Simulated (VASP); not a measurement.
Set up this calculation in VASP 6.6.1, as the native input.

* Task: single point
* Functional: PBE
* Potentials or basis: VASP PAW PBE potentials, release 64 (Cr_pv)
* Cutoff: 520 eV
* k mesh: 14 × 14 × 1
* Occupations: fermi-dirac, width 0.1 eV
* Spin: collinear spin, ferromagnetic start
* Starting moments: [2.0, 2.0, 2.0] μB
* Dipole correction: yes
* Further INCAR settings: ALGO = Normal; EDIFF = 1e-07; NBANDS = 29

The structure of Cr lies in POSCAR:

```
Cr
1.0
    2.8486260734      0.0000000000      0.0000000000
    0.0000000000      2.8486260734      0.0000000000
    0.0000000000      0.0000000000     15.8486000000
Cr
3
Direct
    0.0000000000      0.0000000000      0.4074258898
    0.5000000000      0.5000000000      0.4999999978
    0.0000000000      0.0000000000      0.5925741125
```

These files were run (other wordings do the same):

INCAR

```
SYSTEM = Cr
ALGO = Normal
DIPOL = 0.5 0.5 0.500
EDIFF = 1E-7
ENCUT = 520
GGA = PE
IDIPOL = 3
ISIF = 2
ISMEAR = -1
ISPIN = 2
LASPH = .True.
LCHARG = .True.
LDIPOL = .True.
LELF = .True.
LMAXMIX = 4
LORBIT = 11
LREAL = .False.
LVACPOTAV = .True.
LVHAR = .True.
LWAVE = .False.
MAGMOM = 2 2 2
NBANDS = 29
NELM = 150
PREC = Accurate
SIGMA = 0.1
```

KPOINTS

```
k-points
0
Gamma
  14 14 1
  0 0 0
```

Potentials or basis: VASP PAW PBE potentials, release 64 (Cr_pv).

Command:

```console
$ cat potpaw_PBE.64/Cr_pv/POTCAR > POTCAR
$ mpirun -np 1 vasp_std > vasp.out
```

It gave:

The largest force is 0.028 eV/Å. The net moment is 4.48 μB per cell and the site moments are Cr +2.93, -1.98 (each value once) μB. The valence electrons inside the program's atomic spheres are Cr 10.74, 11.01 (each value once).

It took 7.8 min on 1 thread of AMD EPYC 7R13 Processor (Zen 3) (shared host), peak memory 0.36 GiB.
